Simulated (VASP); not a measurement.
# SiC (Imm2) in VASP: notebook

The runs below take SiC through single point, with LDA.

All numbers are computed with VASP 6.6.1; they aren't measurements. Logs are shortened: lines on timing, memory, paths and dates and some standing lists are left out, and cuts for length are marked.

### Step 1. The cell of the first run

It takes space group Imm2 (No. 44, orthorhombic). The conventional cell has a = 2.982 Å, b = 3.167 Å, c = 4.348 Å, α = 90.00°, β = 90.00°, γ = 90.00°. Si (site symmetry mm2) has 4 C at 1.85 to 1.92 Å within 2.4 Å. Within 2.4 Å of C (site symmetry mm2) lie 4 Si at 1.85 to 1.92 Å.

### Step 2. Single point, LDA (strain -0.0600 x Voigt [0, 0, 0, 0, 1, 0])

INCAR

```
  PREC = Accurate
  ENCUT = 520
  EDIFF = 1E-6
  ISMEAR = 0
  SIGMA = 0.05
  LREAL = False
  LASPH = True
  NELM = 60
  ALGO = Normal
  ISIF = 2
  LWAVE = False
  LCHARG = False
  GGA = CA
  NBANDS = 11
```

KPOINTS

```
Automatic mesh
0
Gamma
  12 12 12
```

POSCAR

```
SiC
1.0
   -0.0652200000      2.1740000000      2.1740000000
    2.1087800000      0.0000000000      2.1087800000
    2.1740000000      2.1740000000     -0.0652200000
Si C
1 1
Direct
    0.0000000000      0.0000000000      0.0000000000
    0.7500000000      0.7500000000      0.7500000000
```

Potentials or basis: VASP PAW LDA potentials, release 64 (Si, C).

On the command line:

```sh
$ cat potpaw_LDA.64/Si/POTCAR potpaw_LDA.64/C/POTCAR > POTCAR
$ mpirun -np 1 vasp_std > vasp.out
```

OUTCAR:

```text
PREC = Accurate
   ENCUT = 520
   EDIFF = 1E-6
   ISMEAR = 0
   LREAL = False
   LASPH = True
   NELM = 60
   ISIF = 2
   GGA = CA

 ion  position               nearest neighbor table
   1  0.000  0.000  0.000-   2 1.85   2 1.85   2 1.92   2 1.92
   2  0.750  0.750  0.750-   1 1.85   1 1.85   1 1.92   1 1.92

  LATTYP: Found a body centered orthorhombic cell.
 ALAT       =     2.9822652761
 B/A-ratio  =     1.0618556701
 C/A-ratio  =     1.4579521262

  Lattice vectors:

 A1 = (   2.1740000000,  -2.1740000000,  -0.0652200000)
 A2 = (  -2.1740000000,  -2.1740000000,   0.0652200000)
 A3 = (   0.0652200000,   2.1740000000,  -2.1740000000)

Analysis of symmetry for initial positions (statically):
=====================================================================
 Subroutine PRICEL returns:
 Original cell was already a primitive cell.

 Routine SETGRP: Setting up the symmetry group for a
 body centered orthorhombic supercell.

 Subroutine GETGRP returns: Found  4 space group operations
 (whereof  4 operations were pure point group operations)
 out of a pool of  8 trial point group operations.

The static configuration has the point symmetry C_2v.

Analysis of symmetry for dynamics (positions and initial velocities):
=====================================================================
 Subroutine PRICEL returns:
 Original cell was already a primitive cell.

 Routine SETGRP: Setting up the symmetry group for a
 body centered orthorhombic supercell.

 Subroutine GETGRP returns: Found  4 space group operations
 (whereof  4 operations were pure point group operations)
 out of a pool of  8 trial point group operations.

The dynamic configuration has the point symmetry C_2v.

 Subroutine INISYM returns: Found  4 space group operations
 (whereof  4 operations are pure point group operations),
 and found     1 'primitive' translations

----------------------------------------------------------------------------------------

                                     Primitive cell

  volume of cell :      20.5314

  direct lattice vectors                    reciprocal lattice vectors
    -0.065220000  2.174000000  2.174000000    -0.223292039  0.229990800  0.223292039
     2.108780000  0.000000000  2.108780000     0.237103918 -0.229990800  0.237103918
     2.174000000  2.174000000 -0.065220000     0.223292039  0.229990800 -0.223292039

  length of vectors
     3.075191969  2.982265276  3.075191969     0.390658979  0.406610752  0.390658979

  position of ions in fractional coordinates (direct lattice)
     0.000000000  0.000000000  0.000000000
     0.750000000  0.750000000  0.750000000

  ion indices of the primitive-cell ions
   primitive index   ion index
                 1           1
                 2           2

----------------------------------------------------------------------------------------

 KPOINTS: Automatic mesh

Automatic generation of k-mesh.
 Grid dimensions read from file:
 generate k-points for:   12   12   12

 Generating k-lattice:

  Cartesian coordinates                     Fractional coordinates (reciprocal lattice)
    -0.018607670  0.019165900  0.018607670     0.083333333  0.000000000  0.000000000
     0.019758660 -0.019165900  0.019758660    -0.000000000  0.083333333 -0.000000000
     0.018607670  0.019165900 -0.018607670     0.000000000  0.000000000  0.083333333

  Length of vectors
     0.032554915  0.033884229  0.032554915

  Shift w.r.t. Gamma in fractional coordinates (k-lattice)
     0.000000000  0.000000000  0.000000000

 Subroutine IBZKPT returns following result:
 ===========================================

 Found    280 irreducible k-points:

 Following reciprocal coordinates:
            Coordinates               Weight
  0.000000  0.000000  0.000000      1.000000
  0.083333  0.000000  0.000000      4.000000
  0.166667  0.000000 -0.000000      4.000000
  0.250000  0.000000  0.000000      4.000000
  0.333333  0.000000  0.000000      4.000000
  0.416667  0.000000  0.000000      4.000000
[... 16 lines left out ...]
  0.250000  0.166667  0.000000      8.000000
  0.333333  0.166667 -0.000000      8.000000
 [... further k-points ...]
   k-points           NKPTS =    280   k-points in BZ     NKDIM =    280   number of bands    NBANDS=     11
   number of dos      NEDOS =    301   number of ions     NIONS =      2
   total plane-waves  NPLWV =  13824
   dimension x,y,z NGX =    24 NGY =   24 NGZ =   24
   dimension x,y,z NGXF=    48 NGYF=   48 NGZF=   48
   ions per type =               1   1
   NGX,Y,Z   is equivalent  to a cutoff of  12.97, 13.38, 12.97 a.u.
   NGXF,Y,Z  is equivalent  to a cutoff of  25.95, 26.76, 25.95 a.u.
 SYSTEM =  unknown system
   PREC   = accura    normal or accurate (medium, high low for compatibility)
   ISTART =      0    job   : 0-new  1-cont  2-samecut
   ICHARG =      2    charge: 1-file 2-atom 10-const
   ISPIN  =      1    spin polarized calculation?
   LNONCOLLINEAR =      F non collinear calculations
   LSORBIT =      F    spin-orbit coupling
   LASPH  =      T    aspherical Exc in radial PAW
   ENCUT  =  520.0 eV  38.22 Ry    6.18 a.u.   5.72  5.55  5.72*2*pi/ulx,y,z
   NELM   =     60;   NELMIN=  2; NELMDL= -5     # of ELM steps
   EDIFF  = 0.1E-05   stopping-criterion for ELM
   LREAL  =      F    real-space projection
   EDIFFG = 0.1E-04   stopping-criterion for IOM
   NSW    =      0    number of steps for IOM
   IBRION =     -1    ionic relax: 0-MD 1-quasi-New 2-CG
   NFREE  =      0    steps in history (QN), initial steepest desc. (CG)
   ISIF   =      2    stress and relaxation
   ISYM   =      2    0-nonsym 1-usesym 2-fastsym
   POTIM  = 0.5000    time-step for ionic-motion
   TEBEG  =    0.0;   TEEND  =   0.0 temperature during run
   PSTRESS=    0.0 pullay stress
   NELECT =       8.0000    total number of electrons
   NUPDOWN=      -1.0000    fix difference up-down
   EMIN   =  10.00;   EMAX   =-10.00  energy-range for DOS
   EFERMI =   0.00;   METHOD = LEGACY
   ISMEAR =     0;   SIGMA  =   0.05  broadening in eV -4-tet -1-fermi 0-gaus
   EFERMI_NEDOS =   21; number of points for ismear=-14 and -15
   IALGO  =     38    algorithm
   IMIX   =      4    mixing-type and parameters
     AMIX     =   0.40;   BMIX     =  1.00
     AMIX_MAG =   1.60;   BMIX_MAG =  1.00
  volume/ion in A,a.u.               =      10.27        69.28
  Fermi-wavevector in a.u.,A,eV,Ry     =   1.195728  2.259598 19.453131  1.429765
  Thomas-Fermi vector in A             =   2.331686
   LORBIT       =      0    0 simple, 1 ext, 2 COOP (PROOUT), +10 PAW based schemes
   GGA     = CA    functional components
   LHFCALC =     F    Hartree Fock is set to
   AEXX    =    0.0000 exact exchange contribution
   IVDW    =     0    specifies the selected vdW correction
   LEPSILON=     F    determine dielectric tensor
   LRPA    =     F    only Hartree local field effects (RPA)
 non-spin polarized calculation
 Gauss-broadening in eV      SIGMA  =   0.05
  energy-cutoff  :      520.00
  volume of cell :       20.53
 maximum number of plane-waves:       566
   NGX = 11   NGY = 11   NGZ = 11

 number of electron       8.0000000 magnetization

 Free energy of the ion-electron system (eV)
  ---------------------------------------------------
  ext. energy  EPLUGINS =         0.00000000
  ---------------------------------------------------
  free energy    TOTEN  =       -16.57773838 eV

  energy without entropy =      -16.57773838  energy(sigma->0) =      -16.57773838

 E-fermi :   8.6007     XC(G=0): -11.5886

 val. band max:        8.3369077155   @ k =   0.0000   0.0000   0.0000
 cond. band min:       9.3126914712   @ k =   0.5000   0.0000   0.5000
 fundamental gap:      0.9757837557
 Fermi energy:         8.6007387681

 k-point     1 :       0.0000    0.0000    0.0000
  band No.  band energies     occupation
      1      -7.2339      2.00000
      2       7.9834      2.00000
      3       8.1153      2.00000
      4       8.3369      2.00000
      5      13.9145      0.00000
      6      14.7263      0.00000
      7      16.0482      0.00000
      8      16.1112      0.00000
      9      22.6478      0.00000
     10      22.7191      0.00000
     11      24.4249      0.00000

 k-point     2 :       0.0833    0.0000    0.0000
  band No.  band energies     occupation
      1      -7.1031      2.00000
      2       7.2473      2.00000
      3       8.0010      2.00000
      4       8.2487      2.00000
      5      14.3147      0.00000
      6      14.9671      0.00000
      7      16.0695      0.00000
      8      16.2563      0.00000
      9      21.8789      0.00000
     10      22.1452      0.00000
     11      24.4684      0.00000

 k-point     3 :       0.1667    0.0000   -0.0000
  band No.  band energies     occupation
      1      -6.7147      2.00000
      2       5.5614      2.00000
      3       7.8080      2.00000
      4       8.0269      2.00000
      5      14.5332      0.00000
      6      15.6110      0.00000
      7      16.4837      0.00000
      8      16.5216      0.00000
      9      21.0409      0.00000
     10      21.5518      0.00000
     11      23.8152      0.00000

 k-point     4 :       0.2500    0.0000    0.0000
  band No.  band energies     occupation
      1      -6.0833      2.00000
      2       3.6396      2.00000
      3       7.5849      2.00000
      4       7.7602      2.00000
      5      14.3823      0.00000
      6      15.8185      0.00000
      7      16.5492      0.00000
      8      17.3629      0.00000
      9      21.0452      0.00000
     10      21.8066      0.00000
     11      23.3240      0.00000

 k-point     5 :       0.3333    0.0000    0.0000
  band No.  band energies     occupation
      1      -5.2481      2.00000
      2       1.7865      2.00000
      3       7.3945      2.00000
      4       7.5253      2.00000
      5      14.1647      0.00000
      6      15.6476      0.00000
      7      16.2973      0.00000
      8      17.9826      0.00000
      9      21.9476      0.00000
     10      22.9580      0.00000
     11      23.4453      0.00000
[... 211 lines left out ...]
 k-point    21 :       0.0833    0.1667   -0.0000
  band No.  band energies     occupation
      1      -6.7137      2.00000
      2       6.4898      2.00000
      3       7.4021      2.00000
      4       7.6914      2.00000
      5      14.2835      0.00000
      6      14.7373      0.00000
      7      16.3550      0.00000
      8      17.2232      0.00000
      9      19.7358      0.00000
     10      22.3844      0.00000
     11      24.7143      0.00000

 k-point    22 :       0.1667    0.1667   -0.0000
  band No.  band energies     occupation
      1      -6.5061      2.00000
      2       6.3735      2.00000
      3       7.0142      2.00000
      4       7.0644      2.00000
      5      13.6274      0.00000
      6      15.1792      0.00000
      7      17.1364      0.00000
      8      17.4213      0.00000
      9      19.0728      0.00000
     10      23.4409      0.00000
     11      26.3863      0.00000

 k-point    23 :       0.2500    0.1667    0.0000
  band No.  band energies     occupation
      1      -6.0473      2.00000
      2       5.0136      2.00000
      3       6.6427      2.00000
      4       6.8073      2.00000
      5      13.3120      0.00000
      6      15.3359      0.00000
      7      17.6141      0.00000
      8      17.9045      0.00000
      9      19.3949      0.00000
     10      23.7203      0.00000
     11      26.7005      0.00000

 k-point    24 :       0.3333    0.1667   -0.0000
  band No.  band energies     occupation
      1      -5.3582      2.00000
      2       3.3063      2.00000
      3       6.3355      2.00000
      4       6.4864      2.00000
      5      13.1610      0.00000
      6      15.7407      0.00000
      7      17.6481      0.00000
      8      17.9823      0.00000
      9      20.4905      0.00000
     10      24.2442      0.00000
     11      26.2265      0.00000

 [... further k-points ...]

------------------------ aborting loop because EDIFF is reached ----------------------------------------

  FORCE on cell =-STRESS in cart. coord.  units (eV):
  Direction    XX          YY          ZZ          XY          YZ          ZX
  --------------------------------------------------------------------------------------
  -------------------------------------------------------------------------------------
  Total       -0.1606374     -0.2624025     -0.1606374     -0.0000000      0.0000000      2.1165600
  in kB      -12.5354427    -20.4767454    -12.5354427     -0.0000000      0.0000000    165.1671222
  external PRESSURE =     -15.1825436 kB  Pullay stress =       0.0000000 kB

 VOLUME and BASIS-vectors are now :
 -----------------------------------------------------------------------------
  energy-cutoff  :      520.00
  volume of cell :       20.53
      direct lattice vectors                 reciprocal lattice vectors
    -0.065220000  2.174000000  2.174000000    -0.223292039  0.229990800  0.223292039
     2.108780000  0.000000000  2.108780000     0.237103918 -0.229990800  0.237103918
     2.174000000  2.174000000 -0.065220000     0.223292039  0.229990800 -0.223292039

 POSITION                                       TOTAL-FORCE (eV/Angst)
 -----------------------------------------------------------------------------------
      0.00000      0.00000      0.00000         0.000000      0.488534      0.000000
      3.16317      3.26100      3.16317         0.000000     -0.488534     -0.000000
 -----------------------------------------------------------------------------------
    total drift:                                0.000000      0.000012      0.000000

  FREE ENERGIE OF THE ION-ELECTRON SYSTEM (eV)
  ---------------------------------------------------
  free  energy   TOTEN  =       -16.5777383823 eV

  energy  without entropy=      -16.5777383823  energy(sigma->0) =      -16.57773838
```

Run time: 63 s. Hardware: 1 thread of Intel Xeon 6975P-C, shared host; peak memory 0.17 GiB.

What came out:

| Item | Value |
| --- | --- |
| Free energy | -16.5777 eV |
| Pressure | -1.5 GPa |
| Largest force | 0.489 eV/Å |
| Band gap on the k mesh | 0.98 eV, indirect (least direct gap 3.88 eV) |

Forces in eV/Å, atoms in the order of the input:
```
Si   0.000  0.489  0.000
C    0.000 -0.489  0.000
```

Levels at points of the mesh, in eV from the valence-band top:
```tsv
k point	band 2	band 3	band 4	band 5	band 6	band 7
(0.00, 0.00, 0.00)	-0.35	-0.22	0.00	5.58	6.39	7.71
(0.50, 0.00, 0.00)	-8.83	-1.11	-1.02	5.62	6.96	7.59
(0.00, 0.50, 0.00)	-8.73	-1.41	-1.40	4.81	6.43	7.06
(0.50, 0.50, 0.00)	-8.01	-3.38	-3.38	1.11	4.03	13.26
(0.50, 0.00, 0.50)	-8.02	-3.85	-2.91	0.98	4.23	13.69
```

Caveat: the cell differs from its parent crystal (strain -0.0600 x Voigt [0, 0, 0, 0, 1, 0]).

### Step 3. Single point, LDA (strain +0.0450 x Voigt [0, 0, 0, 0, 1, 0])

INCAR

```
ALGO = Normal
EDIFF = 1E-6
ENCUT = 520
ISIF = 2
ISMEAR = 0
LASPH = T
LCHARG = F
LREAL = F
LWAVE = F
NBANDS = 11
NELM = 60
PREC = Accurate
SIGMA = 0.05
```

KPOINTS

```
k-points
0
Gamma
  12 12 12
```

POSCAR

```
SiC
1.0
    0.0489150000      2.1740000000      2.1740000000
    2.2229150000      0.0000000000      2.2229150000
    2.1740000000      2.1740000000      0.0489150000
Si C
1 1
Direct
    0.0000000000      0.0000000000      0.0000000000
    0.7500000000      0.7500000000      0.7500000000
```

Potentials or basis: VASP PAW LDA potentials, release 64 (Si, C).

On the command line:

```sh
$ cat potpaw_LDA.64/Si/POTCAR potpaw_LDA.64/C/POTCAR > POTCAR
$ mpirun -np 1 vasp_std > vasp.out
```

It took 64 s on 1 thread of Intel Xeon 6975P-C, shared host; peak memory 0.17 GiB.

Results (log left out):

```yaml
Free_energy: -16.6054 eV
Pressure: -2.0 GPa
Largest_force: 0.364 eV/Å
Band_gap_on_the_k_mesh: 1.08 eV, indirect (least direct gap 4.06 eV)
```

Forces in eV/Å, atoms in the order of the input:
```
Si   0.000 -0.364  0.000
C    0.000  0.364  0.000
```

Stress tensor (GPa, compression positive):
```
 -1.81   0.00 -12.34
  0.00  -2.26   0.00
-12.34   0.00  -1.81
```

Levels at points of the mesh, in eV from the valence-band top:
```tsv
k point	band 1	band 2	band 3	band 4	band 5	band 6	band 7	band 8	band 9
(0.00, 0.00, 0.00)	-15.52	-0.26	-0.16	0.00	5.83	6.60	7.53	7.64	14.36
(0.50, 0.00, 0.00)	-11.69	-8.69	-1.32	-1.31	4.98	6.61	7.09	9.73	15.84
(0.00, 0.50, 0.00)	-12.05	-8.77	-1.09	-1.03	5.60	6.99	7.48	9.93	15.70
(0.50, 0.50, 0.00)	-10.37	-7.97	-3.34	-3.34	1.16	4.08	13.47	13.74	14.76
(0.50, 0.00, 0.50)	-10.40	-7.97	-3.69	-2.98	1.08	4.19	13.74	13.85	14.49
```

Caveat: the cell differs from its parent crystal (strain +0.0450 x Voigt [0, 0, 0, 0, 1, 0]).

(Part 1 of 2 ends here.)
